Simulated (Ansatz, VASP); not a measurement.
# W in VASP and in Ansatz

```xyz
1
Lattice="-1.6100 1.6100 1.6100 1.6100 -1.6100 1.6100 1.6100 1.6100 -1.6100" Properties=species:S:1:pos:R:3 pbc="T T T"
W     0.0000    0.0000    0.0000
```

Alike in both runs: task single point; functional PBE; k mesh 13 × 13 × 13; occupations fermi-dirac, width 0.15 eV; no spin polarisation.

```csv
,VASP,Ansatz
version,VASP 6.6.1,Ansatz 0.2.0
potentials or method,"VASP PAW PBE potentials, release 64 (W_sv), cutoff 520 eV","plane waves, PAW"
valence electrons in the cell,14,14
```

|  | VASP | Ansatz | Ansatz less VASP |
| --- | --- | --- | --- |
| pressure (GPa) | -9.3 | -9.7 | -0.39 |

The functional is the same, so the differences come from potentials, cutoffs and numerics.

Spin-orbit coupling is off throughout.
